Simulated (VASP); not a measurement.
# Mg3Zn13S16 (P1) in VASP: relaxation of volume and atoms at fixed shape with PBEsol

Aim: the relaxation of volume and atoms at fixed shape of Mg3Zn13S16 with PBEsol.

All numbers are computed with VASP 6.6.1; they aren't measurements. Logs are shortened: lines on timing, memory, paths and dates and some standing lists are left out, and cuts for length are marked.

### Step 1. The cell of the first run

The typed cell holds 64 atoms: a = 10.825 Å, b = 10.825 Å, c = 10.825 Å, α = 90.00°, β = 90.00°, γ = 90.00°.

### Step 2. Relaxation of volume and atoms at fixed shape, PBEsol

Contents of INCAR:

```
SYSTEM = Mg3Zn13S16
PREC = Accurate
ENCUT = 500
EDIFF = 1E-7
ISMEAR = -1
SIGMA = 0.05
LREAL = Auto
LASPH = .TRUE.
NELM = 120
ALGO = Normal
ISIF = 8
LWAVE = .FALSE.
LCHARG = .FALSE.
GGA = PS
IBRION = 2
NSW = 100
EDIFFG = -0.03
ISYM = -1
GGA_COMPAT = .FALSE.
NELMIN = 4
KPAR = 1
```

Contents of KPOINTS:

```
explicit points
1
Reciprocal
  0.25000000   0.25000000   0.25000000 1
```

Contents of POSCAR:

```
Mg3Zn13S16
1.0
   10.8247370000      0.0000000000      0.0000000000
    0.0000000000     10.8247370000      0.0000000000
    0.0000000000      0.0000000000     10.8247370000
Zn S Mg
26 32 6
Direct
    0.9983950000      0.9968290000      0.9986260000
    0.9983630000      0.0003330000      0.5006770000
    0.0027410000      0.4951770000      0.9998260000
    0.0009220000      0.5013090000      0.4996700000
    0.4982550000      0.0017410000      0.9982800000
    0.4989370000      0.9983890000      0.4947850000
    0.5022940000      0.4998340000      0.9998720000
    0.4978630000      0.5014400000      0.5026400000
    0.2496060000      0.2504740000      0.9998500000
    0.2501870000      0.2508770000      0.4984880000
    0.2470320000      0.7510320000      0.5014140000
    0.7495940000      0.2495340000      0.0008630000
    0.7493630000      0.2479260000      0.4993470000
    0.7473090000      0.7476350000      0.9979340000
    0.7477410000      0.7493410000      0.5025670000
    0.2505900000      0.0011760000      0.7501190000
    0.7544400000      0.0009900000      0.2497580000
    0.7492540000      0.9991200000      0.7497470000
    0.7496020000      0.4988540000      0.7519060000
    0.0013390000      0.2445750000      0.2483170000
    0.0008090000      0.2489670000      0.7519380000
    0.9998090000      0.7484240000      0.2487230000
    0.9991810000      0.7517420000      0.7497040000
    0.5028960000      0.2489850000      0.2485780000
    0.4993300000      0.2505090000      0.7488820000
    0.5000380000      0.7486060000      0.7492380000
    0.1259050000      0.1286320000      0.1220770000
    0.1225380000      0.1248020000      0.6220600000
    0.1221670000      0.6236200000      0.1225700000
    0.1244010000      0.6273060000      0.6288020000
    0.6281300000      0.1279100000      0.1218030000
    0.6250430000      0.1262610000      0.6248650000
    0.6272470000      0.6261450000      0.1234340000
    0.6255770000      0.6237270000      0.6236780000
    0.3771550000      0.3734010000      0.1253420000
    0.3771090000      0.3744440000      0.6286730000
    0.3768260000      0.8742990000      0.1227290000
    0.3775720000      0.8754900000      0.6248480000
    0.8770230000      0.3780170000      0.1232040000
    0.8750360000      0.3719730000      0.6276360000
    0.8770970000      0.8766580000      0.1214650000
    0.8749710000      0.8781240000      0.6210830000
    0.3734120000      0.1220010000      0.3760630000
    0.3782600000      0.1244870000      0.8732630000
    0.3737750000      0.6283080000      0.3742220000
    0.3741140000      0.6254790000      0.8774710000
    0.8756370000      0.1261310000      0.3739280000
    0.8753900000      0.1239510000      0.8766670000
    0.8743290000      0.6223420000      0.3746700000
    0.8718180000      0.6270670000      0.8733920000
    0.1245600000      0.3775090000      0.3751730000
    0.1266490000      0.3739930000      0.8760920000
    0.1248330000      0.8757570000      0.3749730000
    0.1246070000      0.8753770000      0.8718500000
    0.6245230000      0.3720570000      0.3763020000
    0.6239640000      0.3726520000      0.8749670000
    0.6238360000      0.8772880000      0.3741780000
    0.6233850000      0.8733310000      0.8763570000
    0.2523790000      0.7528860000      0.0003370000
    0.2501930000      0.9995230000      0.2484070000
    0.2511160000      0.5010810000      0.2516590000
    0.2464000000      0.4998030000      0.7509990000
    0.7512380000      0.4999870000      0.2503820000
    0.5006160000      0.7523090000      0.2490330000
```

Potentials or basis: VASP PAW PBE potentials, release 64 (Zn, S, Mg).

On the command line:

```console
> cat potpaw_PBE.64/Zn/POTCAR potpaw_PBE.64/S/POTCAR potpaw_PBE.64/Mg/POTCAR > POTCAR
> mpirun -np 4 vasp_std > vasp.out
```

OUTCAR:

```text
SYSTEM = Mg3Zn13S16
   PREC = Accurate
   ENCUT = 500
   EDIFF = 1E-7
   ISMEAR = -1
   LREAL = Auto
   LASPH = .TRUE.
   NELM = 120
   ISIF = 8
   GGA = PS
   IBRION = 2
   NSW = 100
   EDIFFG = -0.03
   ISYM = -1
   NELMIN = 4

 ion  position               nearest neighbor table
   1  0.998  0.997  0.999-  41 2.28  48 2.33  54 2.34  27 2.39
   2  0.998  0.000  0.501-  42 2.29  28 2.31  47 2.35  53 2.35
   3  0.003  0.495  1.000-  39 2.29  52 2.31  29 2.32  50 2.43
   4  0.001  0.501  0.500-  51 2.32  49 2.33  30 2.37  40 2.39
   5  0.498  0.002  0.998-  44 2.30  37 2.33  58 2.35  31 2.37
   6  0.499  0.998  0.495-  57 2.29  43 2.30  38 2.34  32 2.40
[... 56 lines left out ...]
  63  0.751  0.500  0.250-  49 2.31  39 2.34  33 2.36  55 2.38
  64  0.501  0.752  0.249-  37 2.33  57 2.33  45 2.35  33 2.36

IMPORTANT INFORMATION: All symmetrisations will be switched off!
NOSYMM: (Re-)initialisation of all symmetry stuff for point group C_1.

----------------------------------------------------------------------------------------

                                     Primitive cell

  volume of cell :    1268.3878

  direct lattice vectors                    reciprocal lattice vectors
    10.824737000  0.000000000  0.000000000     0.092380997  0.000000000  0.000000000
     0.000000000 10.824737000  0.000000000     0.000000000  0.092380997  0.000000000
     0.000000000  0.000000000 10.824737000     0.000000000  0.000000000  0.092380997

  length of vectors
    10.824737000 10.824737000 10.824737000     0.092380997  0.092380997  0.092380997

  position of ions in fractional coordinates (direct lattice)
     0.998395000  0.996829000  0.998626000
     0.998363000  0.000333000  0.500677000
     0.002741000  0.495177000  0.999826000
     0.000922000  0.501309000  0.499670000
     0.498255000  0.001741000  0.998280000
     0.498937000  0.998389000  0.494785000
[... 56 lines left out ...]
     0.751238000  0.499987000  0.250382000
     0.500616000  0.752309000  0.249033000

  ion indices of the primitive-cell ions
   primitive index   ion index
                 1           1
                 2           2
                 3           3
                 4           4
                 5           5
                 6           6
[... 56 lines left out ...]
                63          63
                64          64

----------------------------------------------------------------------------------------

 KPOINTS: explicit points

Read explicit list of k-points.

 Found      1 k-points:

 Following reciprocal coordinates:
            Coordinates               Weight
  0.250000  0.250000  0.250000      1.000000
   k-points           NKPTS =      1   k-points in BZ     NKDIM =      1   number of bands    NBANDS=    312
   number of dos      NEDOS =    301   number of ions     NIONS =     64
   total plane-waves  NPLWV = 512000
   dimension x,y,z NGX =    80 NGY =   80 NGZ =   80
   dimension x,y,z NGXF=   160 NGYF=  160 NGZF=  160
   ions per type =              26  32   6
   NGX,Y,Z   is equivalent  to a cutoff of  12.29, 12.29, 12.29 a.u.
   NGXF,Y,Z  is equivalent  to a cutoff of  24.57, 24.57, 24.57 a.u.
 SYSTEM =  Mg3Zn13S16
   PREC   = accura    normal or accurate (medium, high low for compatibility)
   ISTART =      0    job   : 0-new  1-cont  2-samecut
   ICHARG =      2    charge: 1-file 2-atom 10-const
   ISPIN  =      1    spin polarized calculation?
   LNONCOLLINEAR =      F non collinear calculations
   LSORBIT =      F    spin-orbit coupling
   LASPH  =      T    aspherical Exc in radial PAW
   ENCUT  =  500.0 eV  36.75 Ry    6.06 a.u.  19.74 19.74 19.74*2*pi/ulx,y,z
   NELM   =    120;   NELMIN=  4; NELMDL= -5     # of ELM steps
   EDIFF  = 0.1E-06   stopping-criterion for ELM
   LREAL  =      T    real-space projection
   EDIFFG = -.3E-01   stopping-criterion for IOM
   NSW    =    100    number of steps for IOM
   IBRION =      2    ionic relax: 0-MD 1-quasi-New 2-CG
   NFREE  =      1    steps in history (QN), initial steepest desc. (CG)
   ISIF   =      8    stress and relaxation
   ISYM   =     -1    0-nonsym 1-usesym 2-fastsym
   POTIM  = 0.5000    time-step for ionic-motion
   TEBEG  =    0.0;   TEEND  =   0.0 temperature during run
   PSTRESS=    0.0 pullay stress
   NELECT =     516.0000    total number of electrons
   NUPDOWN=      -1.0000    fix difference up-down
   EMIN   =  10.00;   EMAX   =-10.00  energy-range for DOS
   EFERMI =   0.00;   METHOD = LEGACY
   ISMEAR =    -1;   SIGMA  =   0.05  broadening in eV -4-tet -1-fermi 0-gaus
   EFERMI_NEDOS =   21; number of points for ismear=-14 and -15
   IALGO  =     38    algorithm
   IMIX   =      4    mixing-type and parameters
     AMIX     =   0.40;   BMIX     =  1.00
     AMIX_MAG =   1.60;   BMIX_MAG =  1.00
  volume/ion in A,a.u.               =      19.82       133.74
  Fermi-wavevector in a.u.,A,eV,Ry     =   1.213037  2.292308 20.020412  1.471459
  Thomas-Fermi vector in A             =   2.348502
   LORBIT       =      0    0 simple, 1 ext, 2 COOP (PROOUT), +10 PAW based schemes
   GGA     = PS    functional components
   LHFCALC =     F    Hartree Fock is set to
   AEXX    =    0.0000 exact exchange contribution
   IVDW    =     0    specifies the selected vdW correction
   LEPSILON=     F    determine dielectric tensor
   LRPA    =     F    only Hartree local field effects (RPA)
 conjugate gradient relaxation of ions
 non-spin polarized calculation
  energy-cutoff  :      500.00
  volume of cell :     1268.39
 maximum number of plane-waves:     32186
 NGX is ok and might be reduce to    80
   NGX = 39   NGY = 39   NGZ = 39

--------------------------------------- Ionic step        1  -------------------------------------------

 number of electron     516.0000098 magnetization

 Free energy of the ion-electron system (eV)
  ---------------------------------------------------
  ext. energy  EPLUGINS =         0.00000000
  ---------------------------------------------------
  free energy    TOTEN  =      -249.39528069 eV

  energy without entropy =     -249.39528069  energy(sigma->0) =     -249.39528069

------------------------ aborting loop because EDIFF is reached ----------------------------------------

  FORCE on cell =-STRESS in cart. coord.  units (eV):
  Direction    XX          YY          ZZ          XY          YZ          ZX
  --------------------------------------------------------------------------------------
  -------------------------------------------------------------------------------------
  Total        1.7851335      1.7817674      1.8144493     -1.3468011     -2.6697356     -2.9616789
  in kB        2.2549100      2.2506581      2.2919406     -1.7012258     -3.3723045     -3.7410756
  external PRESSURE =       2.2658362 kB  Pullay stress =       0.0000000 kB
[... 275 lines left out ...]
  FREE ENERGIE OF THE ION-ELECTRON SYSTEM (eV)
  ---------------------------------------------------
  free  energy   TOTEN  =      -250.1670366571 eV

  energy  without entropy=     -250.1670366571  energy(sigma->0) =     -250.16703666

[... ionic steps 4 to 9 ...]

--------------------------------------- Ionic step       10  -------------------------------------------

 number of electron     515.9999951 magnetization

------------------------ aborting loop because EDIFF is reached ----------------------------------------

  FORCE on cell =-STRESS in cart. coord.  units (eV):
  Direction    XX          YY          ZZ          XY          YZ          ZX
  --------------------------------------------------------------------------------------
  -------------------------------------------------------------------------------------
  Total       -0.0159039     -0.1934006     -0.0232278     -1.8342232     -1.9026928     -2.0016935
  in kB       -0.0200678     -0.2440359     -0.0293092     -2.3144512     -2.4008473     -2.5257679
  external PRESSURE =      -0.0978043 kB  Pullay stress =       0.0000000 kB
[... 181 lines left out ...]
  energy  without entropy=     -250.3269505081  energy(sigma->0) =     -250.32695051

--------------------------------------- Ionic step       12  -------------------------------------------

 number of electron     515.9999931 magnetization

 Free energy of the ion-electron system (eV)
  ---------------------------------------------------
  ext. energy  EPLUGINS =         0.00000000
  ---------------------------------------------------
  free energy    TOTEN  =      -250.32813016 eV

  energy without entropy =     -250.32813016  energy(sigma->0) =     -250.32813016

 E-fermi :   3.1755     XC(G=0):  -9.6872

 val. band max:        1.9066697697   @ k =   0.2500   0.2500   0.2500
 cond. band min:       5.0717152947   @ k =   0.2500   0.2500   0.2500
 fundamental gap:      3.1650455251
 Fermi energy:         3.1754589608

 k-point     1 :       0.2500    0.2500    0.2500
  band No.  band energies     occupation
      1     -10.8563      2.00000
      2     -10.5839      2.00000
      3     -10.5732      2.00000
      4     -10.5205      2.00000
      5     -10.3420      2.00000
      6     -10.3267      2.00000
[... 262 lines left out ...]
    269       6.2307      0.00000
    270       6.2584      0.00000
 [bands above 270 left out]

------------------------ aborting loop because EDIFF is reached ----------------------------------------

  FORCE on cell =-STRESS in cart. coord.  units (eV):
  Direction    XX          YY          ZZ          XY          YZ          ZX
  --------------------------------------------------------------------------------------
  -------------------------------------------------------------------------------------
  Total        0.2939286      0.1109685      0.2949985     -1.8467852     -1.8659269     -1.9577430
  in kB        0.3710602      0.1400883      0.3724108     -2.3314111     -2.3555758     -2.4714860
  external PRESSURE =       0.2945198 kB  Pullay stress =       0.0000000 kB
[... 79 lines left out ...]
  FREE ENERGIE OF THE ION-ELECTRON SYSTEM (eV)
  ---------------------------------------------------
  free  energy   TOTEN  =      -250.3281301576 eV

  energy  without entropy=     -250.3281301576  energy(sigma->0) =     -250.32813016

 reached required accuracy - stopping structural energy minimisation
```

Run time: 27 min. Hardware: 4 MPI ranks of AMD EPYC 7R43 (Zen 3), shared host; peak memory 0.42 GiB.

Results:

- Free energy: -250.3281 eV
- Relaxed volume: 19.83 Å³/atom
- Relaxed cell: a = 10.827 Å, b = 10.827 Å, c = 10.827 Å, α = 90.00°, β = 90.00°, γ = 90.00°
- Space group after relaxing (to 0.1 Å): Cm (No. 8)
- Energy gained by relaxing: 14.6 meV/atom
- Ionic steps: 12
- Pressure after relaxing: 0.0 GPa
- Largest force after relaxing: 0.021 eV/Å
- Band gap on the k mesh: 3.17 eV

Forces on the atoms (eV/Å):
```
Zn  -0.010  0.002  0.012
Zn   0.012 -0.001 -0.002
Zn   0.003  0.008  0.010
Zn  -0.002  0.002 -0.007
Zn  -0.007  0.000  0.005
Zn  -0.002 -0.005  0.010
Zn  -0.009 -0.002 -0.007
Zn   0.007  0.002 -0.007
Zn  -0.008  0.004  0.003
Zn  -0.003 -0.012  0.000
Zn   0.012 -0.011 -0.009
Zn  -0.013 -0.010  0.002
Zn   0.003  0.009 -0.004
Zn   0.005 -0.001  0.005
Zn   0.002  0.003 -0.005
Zn  -0.004 -0.008  0.009
Zn  -0.012 -0.005  0.004
Zn  -0.001 -0.002  0.010
Zn   0.006  0.012 -0.002
Zn  -0.003  0.000 -0.002
Zn   0.000  0.017 -0.005
Zn   0.005  0.005 -0.003
Zn   0.015 -0.005  0.012
Zn  -0.009  0.014 -0.013
Zn  -0.007 -0.001  0.013
Zn   0.000  0.002  0.007
S    0.000  0.005  0.009
S    0.003  0.003  0.004
S    0.002  0.006  0.003
S    0.006 -0.004 -0.003
S   -0.003  0.003  0.004
S    0.012  0.001  0.004
S   -0.008  0.005 -0.001
S    0.001  0.004 -0.006
S    0.001  0.003 -0.017
S    0.005 -0.003 -0.001
S   -0.009 -0.014  0.005
S   -0.008 -0.001  0.001
S   -0.003  0.001 -0.003
S   -0.001  0.003 -0.005
S   -0.002  0.012  0.011
S    0.004 -0.001  0.000
S    0.001 -0.010 -0.003
S   -0.004 -0.008  0.004
S    0.003 -0.008 -0.008
S   -0.005  0.000 -0.002
S   -0.006 -0.004  0.000
S    0.001  0.002 -0.009
S   -0.003  0.000 -0.007
S    0.003 -0.001  0.000
S    0.000 -0.005  0.001
S   -0.001  0.011  0.000
S    0.011 -0.005  0.002
S    0.003 -0.002  0.012
S    0.004  0.002 -0.006
S   -0.001  0.006 -0.005
S   -0.013 -0.003 -0.002
S    0.009  0.009 -0.003
Mg   0.006 -0.015 -0.003
Mg   0.006  0.000  0.001
Mg  -0.002 -0.008 -0.003
Mg   0.013 -0.004  0.002
Mg  -0.002  0.010 -0.015
Mg  -0.005 -0.007  0.002
```

Stress tensor (GPa, compression positive):
```
 0.04 -0.23 -0.25
-0.23  0.01 -0.24
-0.25 -0.24  0.04
```

The path:
| step | energy change (eV) | largest force (eV/Å) | pressure (GPa) | volume (Å³) |
| --- | --- | --- | --- | --- |
| 1 | 0.0000 | 1.1990 | 0.23 | 1268.39 |
| 2 | -0.6348 | 0.4898 | -0.21 | 1273.54 |
| 3 | -0.7718 | 0.4312 | -0.44 | 1277.39 |
| 4 | -0.8579 | 0.2174 | 0.19 | 1266.54 |
| 5 | -0.8660 | 0.1570 | 0.45 | 1262.01 |
| 6 | -0.9079 | 0.1386 | 0.00 | 1269.42 |
| 7 | -0.9106 | 0.1483 | -0.14 | 1271.78 |
| 8 | -0.9257 | 0.0578 | -0.03 | 1270.05 |
| 9 | -0.9282 | 0.0529 | 0.04 | 1268.93 |
| 10 | -0.9311 | 0.0321 | -0.01 | 1269.74 |
| 11 | -0.9317 | 0.0364 | -0.04 | 1270.21 |
| 12 | -0.9328 | 0.0211 | 0.03 | 1269.14 |

Final structure:
```xyz
64
Lattice="10.8269 0.0000 0.0000 0.0000 10.8269 0.0000 0.0000 0.0000 10.8269" Properties=species:S:1:pos:R:3 pbc="T T T"
Zn   10.7931    0.0178   10.7969
Zn   10.8031    0.0069    5.4279
Zn   10.7945    5.3950   10.8006
Zn   10.8040    5.4128    5.4416
Zn    5.4581    0.0417   10.7834
Zn    5.4352    0.0190    5.4404
Zn    5.4605    5.3753   10.7894
Zn    5.4284    5.3989    5.4514
Zn    2.7188    2.6908   10.8044
Zn    2.7080    2.6930    5.4283
Zn    2.6818    8.1480    5.4548
Zn    8.1300    2.6887   10.8026
Zn    8.1250    2.6871    5.4342
Zn    8.1377    8.1363   10.7856
Zn    8.1318    8.1398    5.4495
Zn    2.7103    0.0254    8.0934
Zn    8.1508    0.0188    2.7014
Zn    8.1142    0.0025    8.1138
Zn    8.1239    5.4057    8.1162
Zn   10.8177    2.6898    2.7017
Zn   10.8102    2.6794    8.1193
Zn   10.7853    8.1311    2.7234
Zn   10.7799    8.1491    8.1000
Zn    5.4442    2.6800    2.7107
Zn    5.4392    2.6901    8.1110
Zn    5.4492    8.1340    8.1005
S     1.2992    1.3911    1.2898
S     1.3423    1.3521    6.7568
S     1.2508    6.7673    1.3460
S     1.2880    6.8153    6.7473
S     6.7937    1.3520    1.3439
S     6.7818    1.3462    6.7802
S     6.7934    6.7578    1.2553
S     6.7854    6.7632    6.7664
S     4.1215    4.0026    1.3028
S     4.1049    3.9959    6.7360
S     4.1132    9.5472    1.2971
S     4.0686    9.4845    6.7715
S     9.5065    3.9945    1.3006
S     9.4652    4.0457    6.7767
S     9.4672    9.4786    1.3364
S     9.4522    9.5003    6.7726
S     4.1065    1.3898    4.1092
S     4.0675    1.3555    9.4441
S     4.0593    6.7754    4.1661
S     4.1587    6.7569    9.4534
S     9.4754    1.3585    4.0618
S     9.4470    1.3422    9.4481
S     9.4902    6.8050    4.1199
S     9.4703    6.7651    9.4465
S     1.2858    3.9967    4.1242
S     1.3055    4.0047    9.4995
S     1.2946    9.4428    4.1039
S     1.2862    9.5431    9.3925
S     6.7340    4.0086    4.1140
S     6.7922    4.0299    9.4460
S     6.8401    9.5416    4.1193
S     6.7805    9.4845    9.4514
Mg    2.6879    8.1462   10.7803
Mg    2.6847    0.0290    2.7159
Mg    2.6924    5.3803    2.7232
Mg    2.6999    5.3964    8.1007
Mg    8.1370    5.3842    2.7106
Mg    5.4538    8.1419    2.7192
```

Caveat: the PAW data sets were made with another functional, which shifts forces and pressure a little; a shifted mesh leaves out Γ, where band edges can lie.
